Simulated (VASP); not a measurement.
# GaN (Fm-3m) in VASP: a series of runs

Runs on GaN. Level: r2SCAN. Tasks: single point.

Program: VASP 6.6.1. These are calculated values, not measurements. Logs are shortened: lines on timing, memory, paths and dates and some standing lists are left out, and cuts for length are marked.

## (1) The cell of the first run

The structure is cubic, space group Fm-3m (No. 225). The conventional cell has a = 4.345 Å, b = 4.345 Å, c = 4.345 Å, α = 90.00°, β = 90.00°, γ = 90.00°. Ga (site symmetry m-3m) has 6 N at 2.17 Å within 2.9 Å. N (site symmetry m-3m) has 6 Ga at 2.17 Å within 2.9 Å.

## (2) Single point, r2SCAN

POSCAR reads:

```
GaN
1.0
    0.0000000000      2.1725392046      2.1725392046
    2.1725392046      0.0000000000      2.1725392046
    2.1725392046      2.1725392046      0.0000000000
Ga N
1 1
Direct
    0.0000000000      0.0000000000      0.0000000000
    0.5000000000      0.5000000000      0.5000000000
```

INCAR.step1 reads:

```
PREC = Accurate ; ENCUT = 520
ISMEAR = 0 ; SIGMA = 0.01
LREAL = F ; LASPH = T
NELM = 100 ; NBANDS = 16
GGA = PE ; ALGO = Normal
EDIFF = 1E-4 ; LWAVE = T
LCHARG = F
```

INCAR.step2 reads:

```
PREC = Accurate ; ENCUT = 520
EDIFF = 1E-6 ; ISMEAR = 0
SIGMA = 0.01 ; LREAL = F
LASPH = T ; NELM = 100
ALGO = Normal ; ISIF = 2
LWAVE = F ; LCHARG = F
METAGGA = R2SCAN ; LMIXTAU = T
NBANDS = 16 ; ISTART = 1
```

KPOINTS reads:

```
Automatic mesh
0
Gamma
  8 8 8
```

Potentials or basis: VASP PAW PBE potentials, release 64 (Ga_d, N).

On the command line:

```console
$ cat potpaw_PBE.64/Ga_d/POTCAR potpaw_PBE.64/N/POTCAR > POTCAR
$ cp INCAR.step1 INCAR
$ mpirun -np 1 vasp_std > vasp.out
$ cp INCAR.step2 INCAR
$ mpirun -np 1 vasp_std > vasp.out
```

OUTCAR:

```text
PREC = Accurate
   ENCUT = 520
   EDIFF = 1E-6
   ISMEAR = 0
   LREAL = F
   LASPH = T
   NELM = 100
   ISIF = 2
   METAGGA = R2SCAN
   ISTART = 1

 ion  position               nearest neighbor table
   1  0.000  0.000  0.000-   2 2.17   2 2.17   2 2.17   2 2.17   2 2.17   2 2.17
   2  0.500  0.500  0.500-   1 2.17   1 2.17   1 2.17   1 2.17   1 2.17   1 2.17

  LATTYP: Found a face centered cubic cell.
 ALAT       =     4.3450784092

  Lattice vectors:

 A1 = (   0.0000000000,   2.1725392046,   2.1725392046)
 A2 = (   2.1725392046,   0.0000000000,   2.1725392046)
 A3 = (   2.1725392046,   2.1725392046,   0.0000000000)

Analysis of symmetry for initial positions (statically):
=====================================================================
 Subroutine PRICEL returns:
 Original cell was already a primitive cell.

 Routine SETGRP: Setting up the symmetry group for a
 face centered cubic supercell.

 Subroutine GETGRP returns: Found 48 space group operations
 (whereof 48 operations were pure point group operations)
 out of a pool of 48 trial point group operations.

The static configuration has the point symmetry O_h .

Analysis of symmetry for dynamics (positions and initial velocities):
=====================================================================
 Subroutine PRICEL returns:
 Original cell was already a primitive cell.

 Routine SETGRP: Setting up the symmetry group for a
 face centered cubic supercell.

 Subroutine GETGRP returns: Found 48 space group operations
 (whereof 48 operations were pure point group operations)
 out of a pool of 48 trial point group operations.

The dynamic configuration has the point symmetry O_h .

 Subroutine INISYM returns: Found 48 space group operations
 (whereof 48 operations are pure point group operations),
 and found     1 'primitive' translations

----------------------------------------------------------------------------------------

                                     Primitive cell

  volume of cell :      20.5085

  direct lattice vectors                    reciprocal lattice vectors
     0.000000000  2.172539205  2.172539205    -0.230145444  0.230145444  0.230145444
     2.172539205  0.000000000  2.172539205     0.230145444 -0.230145444  0.230145444
     2.172539205  2.172539205  0.000000000     0.230145444  0.230145444 -0.230145444

  length of vectors
     3.072434408  3.072434408  3.072434408     0.398623602  0.398623602  0.398623602

  position of ions in fractional coordinates (direct lattice)
     0.000000000  0.000000000  0.000000000
     0.500000000  0.500000000  0.500000000

  ion indices of the primitive-cell ions
   primitive index   ion index
                 1           1
                 2           2

----------------------------------------------------------------------------------------

 KPOINTS: Automatic mesh

Automatic generation of k-mesh.
 Grid dimensions read from file:
 generate k-points for:    8    8    8

 Generating k-lattice:

  Cartesian coordinates                     Fractional coordinates (reciprocal lattice)
    -0.028768181  0.028768181  0.028768181     0.125000000  0.000000000  0.000000000
     0.028768181 -0.028768181  0.028768181     0.000000000  0.125000000  0.000000000
     0.028768181  0.028768181 -0.028768181     0.000000000  0.000000000  0.125000000

  Length of vectors
     0.049827950  0.049827950  0.049827950

  Shift w.r.t. Gamma in fractional coordinates (k-lattice)
     0.000000000  0.000000000  0.000000000

 Subroutine IBZKPT returns following result:
 ===========================================

 Found     29 irreducible k-points:

 Following reciprocal coordinates:
            Coordinates               Weight
  0.000000  0.000000  0.000000      1.000000
  0.125000  0.000000  0.000000      8.000000
  0.250000  0.000000  0.000000      8.000000
  0.375000  0.000000  0.000000      8.000000
  0.500000  0.000000  0.000000      4.000000
  0.125000  0.125000  0.000000      6.000000
[... 16 lines left out ...]
  0.500000  0.250000  0.125000     48.000000
 -0.375000  0.250000  0.125000     24.000000
 [... further k-points ...]
   k-points           NKPTS =     29   k-points in BZ     NKDIM =     29   number of bands    NBANDS=     16
   number of dos      NEDOS =    301   number of ions     NIONS =      2
   total plane-waves  NPLWV =  13824
   dimension x,y,z NGX =    24 NGY =   24 NGZ =   24
   dimension x,y,z NGXF=    48 NGYF=   48 NGZF=   48
   ions per type =               1   1
   NGX,Y,Z   is equivalent  to a cutoff of  12.99, 12.99, 12.99 a.u.
   NGXF,Y,Z  is equivalent  to a cutoff of  25.97, 25.97, 25.97 a.u.
 SYSTEM =  unknown system
   PREC   = accura    normal or accurate (medium, high low for compatibility)
   ISTART =      1    job   : 0-new  1-cont  2-samecut
   ICHARG =      0    charge: 1-file 2-atom 10-const
   ISPIN  =      1    spin polarized calculation?
   LNONCOLLINEAR =      F non collinear calculations
   LSORBIT =      F    spin-orbit coupling
   LASPH  =      T    aspherical Exc in radial PAW
   ENCUT  =  520.0 eV  38.22 Ry    6.18 a.u.   5.71  5.71  5.71*2*pi/ulx,y,z
   NELM   =    100;   NELMIN=  2; NELMDL=  0     # of ELM steps
   EDIFF  = 0.1E-05   stopping-criterion for ELM
   LREAL  =      F    real-space projection
   EDIFFG = 0.1E-04   stopping-criterion for IOM
   NSW    =      0    number of steps for IOM
   IBRION =     -1    ionic relax: 0-MD 1-quasi-New 2-CG
   NFREE  =      0    steps in history (QN), initial steepest desc. (CG)
   ISIF   =      2    stress and relaxation
   ISYM   =      2    0-nonsym 1-usesym 2-fastsym
   POTIM  = 0.5000    time-step for ionic-motion
   TEBEG  =    0.0;   TEEND  =   0.0 temperature during run
   PSTRESS=    0.0 pullay stress
   NELECT =      18.0000    total number of electrons
   NUPDOWN=      -1.0000    fix difference up-down
   EMIN   =  10.00;   EMAX   =-10.00  energy-range for DOS
   EFERMI =   0.00;   METHOD = LEGACY
   ISMEAR =     0;   SIGMA  =   0.01  broadening in eV -4-tet -1-fermi 0-gaus
   EFERMI_NEDOS =   21; number of points for ismear=-14 and -15
   IALGO  =     38    algorithm
   IMIX   =      4    mixing-type and parameters
     AMIX     =   0.40;   BMIX     =  1.00
     AMIX_MAG =   1.60;   BMIX_MAG =  1.00
  volume/ion in A,a.u.               =      10.25        69.20
  Fermi-wavevector in a.u.,A,eV,Ry     =   1.567430  2.962012 33.427277  2.456836
  Thomas-Fermi vector in A             =   2.669611
   LORBIT       =      0    0 simple, 1 ext, 2 COOP (PROOUT), +10 PAW based schemes
   METAGGA = R2SCAN    functional components
   LHFCALC =     F    Hartree Fock is set to
   AEXX    =    0.0000 exact exchange contribution
   IVDW    =     0    specifies the selected vdW correction
   LEPSILON=     F    determine dielectric tensor
   LRPA    =     F    only Hartree local field effects (RPA)
 non-spin polarized calculation
 Gauss-broadening in eV      SIGMA  =   0.01
  energy-cutoff  :      520.00
  volume of cell :       20.51
 maximum number of plane-waves:       568
   NGX = 11   NGY = 11   NGZ = 11

 number of electron      17.9999987 magnetization

 Free energy of the ion-electron system (eV)
  ---------------------------------------------------
  ext. energy  EPLUGINS =         0.00000000
  ---------------------------------------------------
  free energy    TOTEN  =       -20.87920813 eV

  energy without entropy =      -20.87920813  energy(sigma->0) =      -20.87920813

 E-fermi :   6.7417     XC(G=0): -13.6483

 val. band max:        6.6537553247   @ k =  -0.2500   0.1250   0.0000
 cond. band min:       7.2320822646   @ k =   0.5000   0.5000   0.0000
 fundamental gap:      0.5783269398
 Fermi energy:         6.7417038475

 k-point     1 :       0.0000    0.0000    0.0000
  band No.  band energies     occupation
      1     -10.5994      2.00000
      2      -7.7895      2.00000
      3      -7.7895      2.00000
      4      -7.7895      2.00000
      5      -7.7354      2.00000
      6      -7.7354      2.00000
[... 8 lines left out ...]
     15      22.3606      0.00000
     16      22.3606      0.00000

 k-point     2 :       0.1250    0.0000    0.0000
  band No.  band energies     occupation
      1     -10.3216      2.00000
      2      -7.7969      2.00000
      3      -7.7851      2.00000
      4      -7.7851      2.00000
      5      -7.7435      2.00000
      6      -7.7435      2.00000
[... 8 lines left out ...]
     15      22.9104      0.00000
     16      22.9104      0.00000

 k-point     3 :       0.2500    0.0000    0.0000
  band No.  band energies     occupation
      1      -9.5453      2.00000
      2      -7.8394      2.00000
      3      -7.8393      2.00000
      4      -7.8144      2.00000
      5      -7.6975      2.00000
      6      -7.6975      2.00000
[... 8 lines left out ...]
     15      24.6454      0.00000
     16      24.6455      0.00000

 k-point     4 :       0.3750    0.0000    0.0000
  band No.  band energies     occupation
      1      -8.5168      2.00000
      2      -7.9030      2.00000
      3      -7.9029      2.00000
      4      -7.8330      2.00000
      5      -7.6411      2.00000
      6      -7.6410      2.00000
[... 8 lines left out ...]
     15      27.3288      0.00000
     16      27.3289      0.00000
[... 324 lines left out ...]
 k-point    22 :       0.3750    0.2500    0.1250
  band No.  band energies     occupation
      1      -9.2402      2.00000
      2      -7.8343      2.00000
      3      -7.7956      2.00000
      4      -7.7423      2.00000
      5      -7.6914      2.00000
      6      -7.4302      2.00000
[... 8 lines left out ...]
     15      27.9401      0.00000
     16      28.3018      0.00000

 k-point    23 :       0.5000    0.2500    0.1250
  band No.  band energies     occupation
      1      -8.8953      2.00000
      2      -7.8500      2.00000
      3      -7.8168      2.00000
      4      -7.7403      2.00000
      5      -7.6355      2.00000
      6      -6.8101      2.00000
[... 8 lines left out ...]
     15      27.9101      0.00000
     16      29.4002      0.00000

 k-point    24 :      -0.3750    0.2500    0.1250
  band No.  band energies     occupation
      1      -8.7972      2.00000
      2      -7.8734      2.00000
      3      -7.8115      2.00000
      4      -7.7406      2.00000
      5      -7.6122      2.00000
      6      -6.3643      2.00000
[... 8 lines left out ...]
     15      25.6833      0.00000
     16      30.3686      0.00000

 [... further k-points ...]

------------------------ aborting loop because EDIFF is reached ----------------------------------------

  FORCE on cell =-STRESS in cart. coord.  units (eV):
  Direction    XX          YY          ZZ          XY          YZ          ZX
  --------------------------------------------------------------------------------------
  -------------------------------------------------------------------------------------
  Total       -2.2118313     -2.2118313     -2.2118313     -0.0000000      0.0000000     -0.0000000
  in kB     -172.7944245   -172.7944245   -172.7944245     -0.0000000      0.0000000     -0.0000000
  external PRESSURE =    -172.7944245 kB  Pullay stress =       0.0000000 kB

 VOLUME and BASIS-vectors are now :
 -----------------------------------------------------------------------------
  energy-cutoff  :      520.00
  volume of cell :       20.51
      direct lattice vectors                 reciprocal lattice vectors
     0.000000000  2.172539205  2.172539205    -0.230145444  0.230145444  0.230145444
     2.172539205  0.000000000  2.172539205     0.230145444 -0.230145444  0.230145444
     2.172539205  2.172539205  0.000000000     0.230145444  0.230145444 -0.230145444

 POSITION                                       TOTAL-FORCE (eV/Angst)
 -----------------------------------------------------------------------------------
      0.00000      0.00000      0.00000        -0.000000      0.000000     -0.000000
      2.17254      2.17254      2.17254         0.000000     -0.000000      0.000000
 -----------------------------------------------------------------------------------
    total drift:                                0.000000     -0.000000     -0.000000

  FREE ENERGIE OF THE ION-ELECTRON SYSTEM (eV)
  ---------------------------------------------------
  free  energy   TOTEN  =       -20.8792081280 eV

  energy  without entropy=      -20.8792081280  energy(sigma->0) =      -20.87920813
```

Run time: 15 s. Hardware: 1 thread of Intel Xeon 6975P-C (Granite Rapids), shared host; peak memory 0.14 GiB.

What came out:

* Free energy: -20.8792 eV
* Pressure: -17.3 GPa
* Band gap on the k mesh: 0.58 eV, indirect (least direct gap 2.27 eV)

Levels at points of the mesh, in eV from the valence-band top:
| k point | band 7 | band 8 | band 9 | band 10 | band 11 | band 12 |
| --- | --- | --- | --- | --- | --- | --- |
| (0.00, 0.00, 0.00) | -0.42 | -0.42 | -0.42 | 1.85 | 14.98 | 14.98 |
| (0.50, 0.00, 0.00) | -7.90 | -0.16 | -0.16 | 5.00 | 9.20 | 9.32 |
| (0.50, 0.50, 0.00) | -6.59 | -2.80 | -2.80 | 0.58 | 8.41 | 12.19 |

Caveat: the PAW data sets were made with another functional, which shifts forces and pressure a little. A k mesh can miss the band edges.

(Part 1 of 2 ends here.)
